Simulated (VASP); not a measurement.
## AlMo3C: single point with PBE

AlMo3C:

```
Al Mo C
1.0
     2.93815    0.00000    0.00000
     0.00000    2.93815    0.00000
     0.00000    0.00000    8.32146
Al Mo C
1 3 1
Direct
  0.00000 0.00000 0.00000
  0.00000 0.00000 0.50000
  0.00000 0.50000 0.75366
  0.50000 0.00000 0.24634
  0.50000 0.50000 0.00000
```

The cell was generated, and may not be a known phase.

```yaml
Program: VASP 6.6.1
Task: single point
Functional: PBE
Potentials_or_basis: VASP PAW PBE potentials, release 64 (Al, Mo_sv, C)
Cutoff: 520 eV
k_mesh: 6 × 6 × 2
Occupations: gaussian, width 0.1 eV
Spin: no spin polarisation
```

* Pressure: 0.3 GPa
* Largest force: 0.016 eV/Å
* Band gap on the k mesh: zero (an odd number of electrons rules out a gap without spin polarisation)

Forces in eV/Å, atoms in the order of the input:
```
Al   0.000  0.000  0.000
Mo   0.000  0.000  0.000
Mo   0.000  0.000  0.016
Mo   0.000  0.000 -0.016
C    0.000  0.000  0.000
```

Stress tensor (GPa, compression positive):
```
0.19 0.00 0.00
0.00 0.19 0.00
0.00 0.00 0.49
```

Levels at points of the mesh, in eV from the Fermi level:
| k point | band 20 | band 21 | band 22 | band 23 | band 24 | band 25 | band 26 | band 27 | band 28 | band 29 |
| --- | --- | --- | --- | --- | --- | --- | --- | --- | --- | --- |
| (0.00, 0.00, 0.00) | -1.81 | -1.81 | -1.13 | -1.05 | -1.05 | 0.44 | 1.28 | 1.82 | 2.24 | 2.24 |
| (0.50, 0.00, 0.00) | -1.66 | -0.99 | -0.90 | -0.62 | -0.52 | -0.26 | 0.53 | 1.37 | 1.71 | 2.72 |
| (0.50, 0.50, 0.00) | -3.19 | -1.95 | -0.70 | -0.70 | -0.43 | 1.67 | 1.93 | 2.06 | 2.06 | 3.69 |
| (0.00, 0.00, 0.50) | -2.23 | -2.06 | -2.06 | -0.33 | -0.33 | 0.41 | 1.03 | 1.03 | 1.13 | 1.83 |
| (0.50, 0.00, 0.50) | -1.57 | -1.36 | -1.12 | -0.86 | -0.13 | 0.30 | 0.44 | 0.72 | 2.26 | 2.97 |
| (0.50, 0.50, 0.50) | -3.20 | -2.24 | -1.61 | -1.61 | -0.06 | 0.98 | 2.67 | 3.02 | 3.02 | 3.55 |

Wall time 43 s on 1 thread of Intel Xeon 8259CL, with other jobs on the host, peak memory 0.2 GiB.

Caveat: the k points lie up to 0.38 Å⁻¹ apart, too coarse for converged energies and pressures of a metal.
